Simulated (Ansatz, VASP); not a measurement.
# BP in VASP and in Ansatz

```
B P
1.0
     0.00000    2.27408    2.27408
     2.27408    0.00000    2.27408
     2.27408    2.27408    0.00000
B P
1 1
Direct
  0.00000 0.00000 0.00000
  0.25000 0.25000 0.25000
```

Alike in both runs: task single point; functional PBE; k mesh 10 × 10 × 10; occupations gaussian, width 0.02 eV; no spin polarisation.

|  | VASP | Ansatz |
| --- | --- | --- |
| version | VASP 6.6.1 | Ansatz 0.2.0 |
| potentials or method | VASP PAW PBE potentials, release 64 (B, P), cutoff 500 eV | scalar-relativistic, plane waves, PAW |
| valence electrons in the cell | 8 | 8 |

VASP gave:

```
gap on the k mesh at the Fermi level (eV) : 1.25
least direct gap on the mesh (eV)         : 3.39
pressure (GPa)                            : -0.2
```

Q: Estimate Ansatz's values.

A: gap on the k mesh at the Fermi level (eV): 1.25; least direct gap on the mesh (eV): 3.39; pressure (GPa): 0.0.

The functional is the same, so the differences come from potentials, cutoffs and numerics.
